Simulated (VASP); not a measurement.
Wanted: the native input for a VASP 6.6.1 run.

| Property | Result |
| --- | --- |
| Task | relaxation of cell and atoms |
| Functional | PBE |
| Potentials or basis | VASP PAW PBE potentials, release 64 (Co, Sn_d) |
| Cutoff | 600 eV |
| k mesh | 9 × 9 × 8 |
| Occupations | fermi-dirac, width 0.15 eV |
| Spin | no spin polarisation |
| Dipole correction | no |
| Further INCAR settings | ALGO = Fast; EDIFF = 1e-06; IBRION = 2; EDIFFG = -0.001; NSW = 80; ISIF = 3 |

The structure of CoSn (ephs) lies in POSCAR:

```
CoSn
1.0
    5.2958497505      0.0000000000      0.0000000000
   -2.6479248753      4.5863404186      0.0000000000
    0.0000000000      0.0000000000      4.2304283891
Co Sn
3 3
Direct
    0.0000000000      0.5000000000      0.0000000000
    0.5000000000      0.5000000000      0.0000000000
    0.5000000000      0.0000000000      0.0000000000
    0.6666666667      0.3333333333      0.5000000000
    0.3333333333      0.6666666667      0.5000000000
    0.0000000000      0.0000000000      0.0000000000
```

These files were run (other wordings do the same):

INCAR

```
  ALGO = Fast
  EDIFF = 1E-6
  EDIFFG = -0.001
  ENCUT = 600
  GGA = PE
  IBRION = 2
  ISIF = 3
  ISMEAR = -1
  LASPH = True
  LCHARG = False
  LREAL = False
  LWAVE = False
  NELM = 60
  NSW = 80
  PREC = Accurate
  SIGMA = 0.15
```

KPOINTS

```
k-points
0
Gamma
  9 9 8
```

Potentials or basis: VASP PAW PBE potentials, release 64 (Co, Sn_d).

Run with:

```console
$ cat potpaw_PBE.64/Co/POTCAR potpaw_PBE.64/Sn_d/POTCAR > POTCAR
$ mpirun -np 1 vasp_std > vasp.out
```

Results of the run:

- Relaxed volume: 17.17 Å³/atom
- Relaxed cell: a = 5.288 Å, b = 5.288 Å, c = 4.254 Å, α = 90.00°, β = 90.00°, γ = 120.00°
- Space group after relaxing (to 0.05 Å): P6/mmm (No. 191)
- Energy gained by relaxing: 0.4 meV/atom
- Ionic steps: 7
- Pressure after relaxing: 0.0 GPa

It took 22 min on 1 thread of Intel(R) Xeon(R) Platinum 8259CL CPU @ 2.50GHz (Skylake/Cascade Lake), on a shared host, peak memory 0.43 GiB.
